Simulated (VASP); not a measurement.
Set up this calculation in VASP 6.6.1, as the native input.

```
Task                   : single point
Functional             : PBE
Potentials or basis    : VASP PAW PBE potentials, release 64 (Si)
Cutoff                 : 520 eV
k mesh                 : 6 × 6 × 2
Occupations            : gaussian, width 0.1 eV
Spin                   : no spin polarisation
Dipole correction      : no
Further INCAR settings : ALGO = Normal; EDIFF = 1e-07; NBANDS = 26
```

The structure of Si lies in POSCAR:

```
Si
1.0
    3.6983502100      0.0000000000      0.0000000000
    0.0000000000      3.6983502100      0.0000000000
    0.0000000000      0.0000000000      8.1009713800
Si
8
Direct
    0.0835224600      0.7550276700      0.1914423300
    0.9164775400      0.2449723300      0.6914423300
    0.2449723300      0.0835224600      0.9414423300
    0.7550276700      0.9164775400      0.4414423300
    0.5792597100      0.5830053900      0.8742315100
    0.4207402900      0.4169946100      0.3742315100
    0.4169946100      0.5792597100      0.6242315100
    0.5830053900      0.4207402900      0.1242315100
```

The cell was generated, and may not be a known phase.

These files were run (other wordings do the same):

INCAR

```
ALGO = Normal ; EDIFF = 1E-7
ENCUT = 520 ; GGA = PE
ISIF = 2 ; ISMEAR = 0
LASPH = T ; LCHARG = T
LELF = T ; LREAL = F
LVHAR = T ; LWAVE = F
NBANDS = 26 ; NELM = 60
PREC = Accurate ; SIGMA = 0.1
```

KPOINTS

```
k-points
0
Gamma
  6 6 2
```

Potentials or basis: VASP PAW PBE potentials, release 64 (Si).

Command:

```bash
$ cat potpaw_PBE.64/Si/POTCAR > POTCAR
$ mpirun -np 1 vasp_std > vasp.out
```

It gave:

The pressure is 35.9 GPa. The largest force is 2.758 eV/Å and the band gap on the k mesh is zero (bands 16 and 17 overlap by 1.27 eV).

Caveat: the k points lie up to 0.39 Å⁻¹ apart, too coarse for converged energies and pressures of a metal; forces of over 1 eV/Å act on the atoms, so gaps and moduli don't describe the material at rest.

Run time: 48 s on 1 thread of Intel(R) Xeon(R) Platinum 8488C (Sapphire Rapids), with other jobs on the host, peak memory 0.21 GiB.
